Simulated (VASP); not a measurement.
# NbAs (I4_1md) in VASP: further runs

The runs below take NbAs through single point, with PBE.

Everything below comes from runs of VASP 6.6.1. Logs are shortened: lines on timing, memory, paths and dates and some standing lists are left out, and cuts for length are marked.

**1. The cell of the first run**

The structure is tetragonal, space group I4_1md (No. 109). Conventional cell: a = 3.612 Å, b = 3.612 Å, c = 11.343 Å, α = 90.00°, β = 90.00°, γ = 90.00°. Nb (site symmetry 2mm) has 6 As at 2.65 to 2.71 Å and 8 Nb at 3.36 to 3.61 Å within 3.7 Å. As (site symmetry 2mm) has 6 Nb at 2.65 to 2.71 Å and 8 As at 3.36 to 3.61 Å within 3.7 Å.

**2. Single point, PBE (biaxial strain in the a-b plane: +4.0 %, then relaxed in part)**

The input, INCAR:

```
ALGO = Normal
EDIFF = 1E-6
ENCUT = 520
GGA = PE
ISIF = 2
ISMEAR = 0
LASPH = True
LCHARG = False
LREAL = False
LWAVE = False
NBANDS = 46
NELM = 60
PREC = Accurate
SIGMA = 0.1
```

The input, KPOINTS:

```
k-points
0
Gamma
  10 10 4
```

The input, POSCAR:

```
NbAs
1.0
    3.6124213334      0.0000000000      0.0000000000
    0.0000000000      3.6124213334      0.0000000000
    0.0000000000      0.0000000000     11.3433593944
Nb As
4 4
Direct
    0.5000000000      0.5000000000      0.9972731502
    0.5000000000      0.0000000000      0.2472731502
    0.0000000000      0.0000000000      0.4972731502
    0.0000000000      0.5000000000      0.7472731502
    0.0000000000      0.0000000000      0.9187268498
    0.0000000000      0.5000000000      0.1687268498
    0.5000000000      0.5000000000      0.4187268498
    0.5000000000      0.0000000000      0.6687268498
```

Potentials or basis: VASP PAW PBE potentials, release 64 (Nb_sv, As).

The run is started by

```bash
> cat potpaw_PBE.64/Nb_sv/POTCAR potpaw_PBE.64/As/POTCAR > POTCAR
> mpirun -np 1 vasp_std > vasp.out
```

OUTCAR:

```text
EDIFF = 1E-6
   ENCUT = 520
   GGA = PE
   ISIF = 2
   ISMEAR = 0
   LASPH = True
   LREAL = False
   NELM = 60
   PREC = Accurate

 ion  position               nearest neighbor table
   1  0.500  0.500  0.997-   6 2.65   6 2.65   5 2.71   5 2.71   5 2.71   5 2.71
   2  0.500  0.000  0.247-   7 2.65   7 2.65   6 2.71   6 2.71   6 2.71   6 2.71
   3  0.000  0.000  0.497-   8 2.65   8 2.65   7 2.71   7 2.71   7 2.71   7 2.71
   4  0.000  0.500  0.747-   5 2.65   5 2.65   8 2.71   8 2.71   8 2.71   8 2.71
   5  0.000  0.000  0.919-   4 2.65   4 2.65   1 2.71   1 2.71   1 2.71   1 2.71
   6  0.000  0.500  0.169-   1 2.65   1 2.65   2 2.71   2 2.71   2 2.71   2 2.71
   7  0.500  0.500  0.419-   2 2.65   2 2.65   3 2.71   3 2.71   3 2.71   3 2.71
   8  0.500  0.000  0.669-   3 2.65   3 2.65   4 2.71   4 2.71   4 2.71   4 2.71

  LATTYP: Found a simple tetragonal cell.
 ALAT       =     3.6124213334
 C/A-ratio  =     3.1400986617

  Lattice vectors:

 A1 = (   3.6124213334,   0.0000000000,   0.0000000000)
 A2 = (   0.0000000000,   3.6124213334,   0.0000000000)
 A3 = (   0.0000000000,   0.0000000000,  11.3433593944)

Analysis of symmetry for initial positions (statically):
=====================================================================
 Subroutine PRICEL returns following result:

  LATTYP: Found a body centered tetragonal cell.
 ALAT       =     3.6124213334
 C/A-ratio  =     3.1400986617

  Lattice vectors:

 A1 = (  -1.8062106667,   1.8062106667,   5.6716796972)
 A2 = (   1.8062106667,  -1.8062106667,   5.6716796972)
 A3 = (   1.8062106667,   1.8062106667,  -5.6716796972)

   2 primitive cells build up your supercell.

 Routine SETGRP: Setting up the symmetry group for a
 simple tetragonal supercell.

 Subroutine GETGRP returns: Found  8 space group operations
 (whereof  4 operations were pure point group operations)
 out of a pool of 16 trial point group operations.

The static configuration has the point symmetry C_2v.
 The point group associated with its full space group is C_4v.

Analysis of symmetry for dynamics (positions and initial velocities):
=====================================================================
 Subroutine PRICEL returns following result:

  LATTYP: Found a body centered tetragonal cell.
 ALAT       =     3.6124213334
 C/A-ratio  =     3.1400986617

  Lattice vectors:

 A1 = (  -1.8062106667,   1.8062106667,   5.6716796972)
 A2 = (   1.8062106667,  -1.8062106667,   5.6716796972)
 A3 = (   1.8062106667,   1.8062106667,  -5.6716796972)

   2 primitive cells build up your supercell.

 Routine SETGRP: Setting up the symmetry group for a
 simple tetragonal supercell.

 Subroutine GETGRP returns: Found  8 space group operations
 (whereof  4 operations were pure point group operations)
 out of a pool of 16 trial point group operations.

The dynamic configuration has the point symmetry C_2v.
 The point group associated with its full space group is C_4v.

 Subroutine INISYM returns: Found  8 space group operations
 (whereof  4 operations are pure point group operations),
 and found     2 'primitive' translations

----------------------------------------------------------------------------------------

                                     Primitive cell

  volume of cell :      74.0131

  direct lattice vectors                    reciprocal lattice vectors
    -1.806210667  1.806210667  5.671679697     0.000000000  0.276822637  0.088157306
     1.806210667 -1.806210667  5.671679697     0.276822637  0.000000000  0.088157306
     1.806210667  1.806210667 -5.671679697     0.276822637  0.276822637 -0.000000000

  length of vectors
     6.220349229  6.220349229  6.220349229     0.290521054  0.290521054  0.391486328

  position of ions in fractional coordinates (direct lattice)
     0.497273150  0.497273150  1.000000000
     0.247273150  0.747273150  0.500000000
     0.918726850  0.918726850  1.000000000
     0.668726850  0.168726850  0.500000000

  ion indices of the primitive-cell ions
   primitive index   ion index
                 1           1
                 2           2
                 3           7
                 4           6

----------------------------------------------------------------------------------------

 KPOINTS: k-points

Automatic generation of k-mesh.
 Grid dimensions read from file:
 generate k-points for:   10   10    4

 Generating k-lattice:

  Cartesian coordinates                     Fractional coordinates (reciprocal lattice)
     0.027682264  0.000000000  0.000000000     0.100000000  0.000000000  0.000000000
     0.000000000  0.027682264  0.000000000     0.000000000  0.100000000  0.000000000
     0.000000000  0.000000000  0.022039326     0.000000000  0.000000000  0.250000000

  Length of vectors
     0.027682264  0.027682264  0.022039326

  Shift w.r.t. Gamma in fractional coordinates (k-lattice)
     0.000000000  0.000000000  0.000000000

 Subroutine IBZKPT returns following result:
 ===========================================

 Found     63 irreducible k-points:

 Following reciprocal coordinates:
            Coordinates               Weight
  0.000000  0.000000  0.000000      1.000000
  0.100000  0.000000  0.000000      4.000000
  0.200000  0.000000  0.000000      4.000000
  0.300000  0.000000  0.000000      4.000000
  0.400000  0.000000  0.000000      4.000000
  0.500000  0.000000  0.000000      2.000000
[... 16 lines left out ...]
  0.100000  0.000000  0.250000      8.000000
  0.200000  0.000000  0.250000      8.000000
 [... further k-points ...]
   k-points           NKPTS =     63   k-points in BZ     NKDIM =     63   number of bands    NBANDS=     46
   number of dos      NEDOS =    301   number of ions     NIONS =      8
   total plane-waves  NPLWV =  65856
   dimension x,y,z NGX =    28 NGY =   28 NGZ =   84
   dimension x,y,z NGXF=    56 NGYF=   56 NGZF=  168
   ions per type =               4   4
   NGX,Y,Z   is equivalent  to a cutoff of  12.89, 12.89, 12.31 a.u.
   NGXF,Y,Z  is equivalent  to a cutoff of  25.77, 25.77, 24.62 a.u.
 SYSTEM =  unknown system
   PREC   = accura    normal or accurate (medium, high low for compatibility)
   ISTART =      0    job   : 0-new  1-cont  2-samecut
   ICHARG =      2    charge: 1-file 2-atom 10-const
   ISPIN  =      1    spin polarized calculation?
   LNONCOLLINEAR =      F non collinear calculations
   LSORBIT =      F    spin-orbit coupling
   LASPH  =      T    aspherical Exc in radial PAW
   ENCUT  =  520.0 eV  38.22 Ry    6.18 a.u.   6.72  6.72 21.09*2*pi/ulx,y,z
   NELM   =     60;   NELMIN=  2; NELMDL= -5     # of ELM steps
   EDIFF  = 0.1E-05   stopping-criterion for ELM
   LREAL  =      F    real-space projection
   EDIFFG = 0.1E-04   stopping-criterion for IOM
   NSW    =      0    number of steps for IOM
   IBRION =     -1    ionic relax: 0-MD 1-quasi-New 2-CG
   NFREE  =      0    steps in history (QN), initial steepest desc. (CG)
   ISIF   =      2    stress and relaxation
   ISYM   =      2    0-nonsym 1-usesym 2-fastsym
   POTIM  = 0.5000    time-step for ionic-motion
   TEBEG  =    0.0;   TEEND  =   0.0 temperature during run
   PSTRESS=    0.0 pullay stress
   NELECT =      72.0000    total number of electrons
   NUPDOWN=      -1.0000    fix difference up-down
   EMIN   =  10.00;   EMAX   =-10.00  energy-range for DOS
   EFERMI =   0.00;   METHOD = LEGACY
   ISMEAR =     0;   SIGMA  =   0.10  broadening in eV -4-tet -1-fermi 0-gaus
   EFERMI_NEDOS =   21; number of points for ismear=-14 and -15
   IALGO  =     38    algorithm
   IMIX   =      4    mixing-type and parameters
     AMIX     =   0.40;   BMIX     =  1.00
     AMIX_MAG =   1.60;   BMIX_MAG =  1.00
  volume/ion in A,a.u.               =      18.50       124.87
  Fermi-wavevector in a.u.,A,eV,Ry     =   1.287477  2.432979 22.552979  1.657597
  Thomas-Fermi vector in A             =   2.419489
   LORBIT       =      0    0 simple, 1 ext, 2 COOP (PROOUT), +10 PAW based schemes
   GGA     = PE    functional components
   LHFCALC =     F    Hartree Fock is set to
   AEXX    =    0.0000 exact exchange contribution
   IVDW    =     0    specifies the selected vdW correction
   LEPSILON=     F    determine dielectric tensor
   LRPA    =     F    only Hartree local field effects (RPA)
 non-spin polarized calculation
 Gauss-broadening in eV      SIGMA  =   0.10
  energy-cutoff  :      520.00
  volume of cell :      148.03
 maximum number of plane-waves:      4044
 NGX is ok and might be reduce to    28
   NGX = 13   NGY = 13   NGZ = 43

 number of electron      71.9999997 magnetization

 Free energy of the ion-electron system (eV)
  ---------------------------------------------------
  ext. energy  EPLUGINS =         0.00000000
  ---------------------------------------------------
  free energy    TOTEN  =       -64.66188363 eV

  energy without entropy =      -64.65270504  energy(sigma->0) =      -64.65729434

 E-fermi :   8.8835     XC(G=0): -11.5595

 val. band max:        8.8545976646   @ k =   0.2000   0.0000   0.0000
 cond. band min:       8.8965570510   @ k =   0.4000   0.0000   0.0000
 fundamental gap:      0.0419593865
 Fermi energy:         8.8835117087

 k-point     1 :       0.0000    0.0000    0.0000
  band No.  band energies     occupation
      1     -46.3458      2.00000
      2     -46.3307      2.00000
      3     -46.3307      2.00000
      4     -46.3157      2.00000
      5     -22.4804      2.00000
      6     -22.4804      2.00000
[... 38 lines left out ...]
     45      11.3666      0.00000
     46      11.9410      0.00000

 k-point     2 :       0.1000    0.0000    0.0000
  band No.  band energies     occupation
      1     -46.3448      2.00000
      2     -46.3305      2.00000
      3     -46.3298      2.00000
      4     -46.3155      2.00000
      5     -22.4948      2.00000
      6     -22.4917      2.00000
[... 38 lines left out ...]
     45      11.5863      0.00000
     46      11.6449      0.00000

 k-point     3 :       0.2000    0.0000    0.0000
  band No.  band energies     occupation
      1     -46.3422      2.00000
      2     -46.3300      2.00000
      3     -46.3272      2.00000
      4     -46.3150      2.00000
      5     -22.5307      2.00000
      6     -22.5261      2.00000
[... 1018 lines left out ...]
     45      11.5401      0.00000
     46      11.6535      0.00000

 k-point    24 :       0.2000    0.0000    0.2500
  band No.  band energies     occupation
      1     -46.3411      2.00000
      2     -46.3340      2.00000
      3     -46.3232      2.00000
      4     -46.3160      2.00000
      5     -22.5297      2.00000
      6     -22.5262      2.00000
[... 38 lines left out ...]
     45      11.5557      0.00000
     46      11.8780      0.00000

 [... further k-points ...]
[... 5 lines left out ...]
  --------------------------------------------------------------------------------------
  -------------------------------------------------------------------------------------
  Total      -10.0553604    -10.0553604     -0.0480062      0.0000000      0.0000000      0.0000000
  in kB     -108.8352892   -108.8352892     -0.5196001      0.0000000      0.0000000      0.0000000
  external PRESSURE =     -72.7300595 kB  Pullay stress =       0.0000000 kB

 VOLUME and BASIS-vectors are now :
 -----------------------------------------------------------------------------
  energy-cutoff  :      520.00
  volume of cell :      148.03
      direct lattice vectors                 reciprocal lattice vectors
     3.612421333  0.000000000  0.000000000     0.276822637  0.000000000  0.000000000
     0.000000000  3.612421333  0.000000000     0.000000000  0.276822637  0.000000000
     0.000000000  0.000000000 11.343359394     0.000000000  0.000000000  0.088157306

 POSITION                                       TOTAL-FORCE (eV/Angst)
 -----------------------------------------------------------------------------------
      1.80621      1.80621     11.31243         0.000000      0.000000     -0.000782
      1.80621      0.00000      2.80491         0.000000      0.000000     -0.000782
      0.00000      0.00000      5.64075         0.000000      0.000000     -0.000782
      0.00000      1.80621      8.47659         0.000000      0.000000     -0.000782
      0.00000      0.00000     10.42145         0.000000     -0.000000      0.000782
      0.00000      1.80621      1.91393         0.000000      0.000000      0.000782
      1.80621      1.80621      4.74977         0.000000     -0.000000      0.000782
      1.80621      0.00000      7.58561        -0.000000      0.000000      0.000782
 -----------------------------------------------------------------------------------
    total drift:                                0.000000      0.000000      0.000209

  FREE ENERGIE OF THE ION-ELECTRON SYSTEM (eV)
  ---------------------------------------------------
  free  energy   TOTEN  =       -64.6618836270 eV

  energy  without entropy=      -64.6527050436  energy(sigma->0) =      -64.65729434
```

It took 3.1 min on 1 thread of Intel Xeon 6975P-C (Granite Rapids), shared host; peak memory 0.46 GiB.

What came out:

```
Free energy            : -64.6619 eV
Pressure               : -7.3 GPa
Band gap on the k mesh : zero (bands 36 and 37 overlap by 0.05 eV)
```

Caveat: the cell differs from its parent crystal (biaxial strain in the a-b plane: +4.0 %, then relaxed in part); the cell stands under tension.

**3. Single point, PBE (biaxial strain in the a-b plane: +4.0 %)**

The input, INCAR:

```
SYSTEM = NbAs
PREC = Accurate
ENCUT = 520
EDIFF = 1E-6
ISMEAR = 0
SIGMA = 0.1
LREAL = .FALSE.
LASPH = .TRUE.
NELM = 80
ALGO = Normal
ISIF = 2
LWAVE = .FALSE.
LCHARG = .FALSE.
GGA = PE
NBANDS = 46
```

The input, KPOINTS:

```
Automatic mesh
0
G
  10 10 4
  0 0 0
```

The input, POSCAR:

```
NbAs
1.0
    3.6124213334      0.0000000000      0.0000000000
    0.0000000000      3.6124213334      0.0000000000
    0.0000000000      0.0000000000     11.4671843943
Nb As
4 4
Direct
    0.5000000000      0.5000000000      0.9979830278
    0.5000000000      0.0000000000      0.2479830278
    0.0000000000      0.0000000000      0.4979830278
    0.0000000000      0.5000000000      0.7479830278
    0.0000000000      0.0000000000      0.9180169722
    0.0000000000      0.5000000000      0.1680169722
    0.5000000000      0.5000000000      0.4180169722
    0.5000000000      0.0000000000      0.6680169722
```

Potentials or basis: VASP PAW PBE potentials, release 64 (Nb_sv, As).

The run is started by

```bash
> cat potpaw_PBE.64/Nb_sv/POTCAR potpaw_PBE.64/As/POTCAR > POTCAR
> mpirun -np 1 vasp_std > vasp.out
```

OUTCAR:

```text
SYSTEM = NbAs
   PREC = Accurate
   ENCUT = 520
   EDIFF = 1E-6
   ISMEAR = 0
   LREAL = .FALSE.
   LASPH = .TRUE.
   NELM = 80
   ISIF = 2
   GGA = PE

 ion  position               nearest neighbor table
   1  0.500  0.500  0.998-   6 2.66   6 2.66   5 2.71   5 2.71   5 2.71   5 2.71
   2  0.500  0.000  0.248-   7 2.66   7 2.66   6 2.71   6 2.71   6 2.71   6 2.71
   3  0.000  0.000  0.498-   8 2.66   8 2.66   7 2.71   7 2.71   7 2.71   7 2.71
   4  0.000  0.500  0.748-   5 2.66   5 2.66   8 2.71   8 2.71   8 2.71   8 2.71
   5  0.000  0.000  0.918-   4 2.66   4 2.66   1 2.71   1 2.71   1 2.71   1 2.71
   6  0.000  0.500  0.168-   1 2.66   1 2.66   2 2.71   2 2.71   2 2.71   2 2.71
   7  0.500  0.500  0.418-   2 2.66   2 2.66   3 2.71   3 2.71   3 2.71   3 2.71
   8  0.500  0.000  0.668-   3 2.66   3 2.66   4 2.71   4 2.71   4 2.71   4 2.71

  LATTYP: Found a simple tetragonal cell.
 ALAT       =     3.6124213334
 C/A-ratio  =     3.1743762247

  Lattice vectors:

 A1 = (   3.6124213334,   0.0000000000,   0.0000000000)
 A2 = (   0.0000000000,   3.6124213334,   0.0000000000)
 A3 = (   0.0000000000,   0.0000000000,  11.4671843943)

Analysis of symmetry for initial positions (statically):
[... 204 lines left out ...]
 val. band max:        8.7305045328   @ k =   0.5000   0.0000   0.5000
 cond. band min:       8.7575349404   @ k =   0.4000   0.0000   0.2500
 fundamental gap:      0.0270304076
 Fermi energy:         8.7540592004

 k-point     1 :       0.0000    0.0000    0.0000
  band No.  band energies     occupation
      1     -46.5100      2.00000
      2     -46.4965      2.00000
      3     -46.4965      2.00000
      4     -46.4829      2.00000
      5     -22.6356      2.00000
      6     -22.6356      2.00000
[... 1165 lines left out ...]
     45      11.3947      0.00000
     46      11.6556      0.00000

 [... further k-points ...]
[... 5 lines left out ...]
  --------------------------------------------------------------------------------------
  -------------------------------------------------------------------------------------
  Total      -10.9211974    -10.9211974     -1.9577638      0.0000000      0.0000000      0.0000000
  in kB     -116.9303489   -116.9303489    -20.9612553      0.0000000      0.0000000      0.0000000
  external PRESSURE =     -84.9406510 kB  Pullay stress =       0.0000000 kB

 VOLUME and BASIS-vectors are now :
 -----------------------------------------------------------------------------
  energy-cutoff  :      520.00
  volume of cell :      149.64
      direct lattice vectors                 reciprocal lattice vectors
     3.612421333  0.000000000  0.000000000     0.276822637  0.000000000  0.000000000
     0.000000000  3.612421333  0.000000000     0.000000000  0.276822637  0.000000000
     0.000000000  0.000000000 11.467184394     0.000000000  0.000000000  0.087205365

 POSITION                                       TOTAL-FORCE (eV/Angst)
 -----------------------------------------------------------------------------------
      1.80621      1.80621     11.44406         0.000000      0.000000     -0.070604
      1.80621      0.00000      2.84367         0.000000      0.000000     -0.070604
      0.00000      0.00000      5.71046         0.000000      0.000000     -0.070604
      0.00000      1.80621      8.57726         0.000000      0.000000     -0.070604
      0.00000      0.00000     10.52707         0.000000      0.000000      0.070604
      0.00000      1.80621      1.92668         0.000000      0.000000      0.070604
      1.80621      1.80621      4.79348         0.000000     -0.000000      0.070604
      1.80621      0.00000      7.66027        -0.000000      0.000000      0.070604
 -----------------------------------------------------------------------------------
    total drift:                               -0.000000     -0.000000     -0.002503

  FREE ENERGIE OF THE ION-ELECTRON SYSTEM (eV)
  ---------------------------------------------------
  free  energy   TOTEN  =       -64.6492515183 eV

  energy  without entropy=      -64.6398094259  energy(sigma->0) =      -64.64453047
```

It took 3.4 min on 1 thread of Intel Xeon 6975P-C (Granite Rapids), shared host; peak memory 0.46 GiB.

What came out:

| Property | Result |
| --- | --- |
| Free energy | -64.6493 eV |
| Pressure | -8.5 GPa |
| Largest force | 0.071 eV/Å |
| Band gap on the k mesh | zero (filled and empty bands touch) |

Forces in eV/Å, atoms in the order of the input:
```
Nb   0.000  0.000 -0.071
Nb   0.000  0.000 -0.071
Nb   0.000  0.000 -0.071
Nb   0.000  0.000 -0.071
As   0.000  0.000  0.071
As   0.000  0.000  0.071
As   0.000  0.000  0.071
As   0.000  0.000  0.071
```

Caveat: the cell differs from its parent crystal (biaxial strain in the a-b plane: +4.0 %); the cell stands under tension.

[end of part 1 of 2]
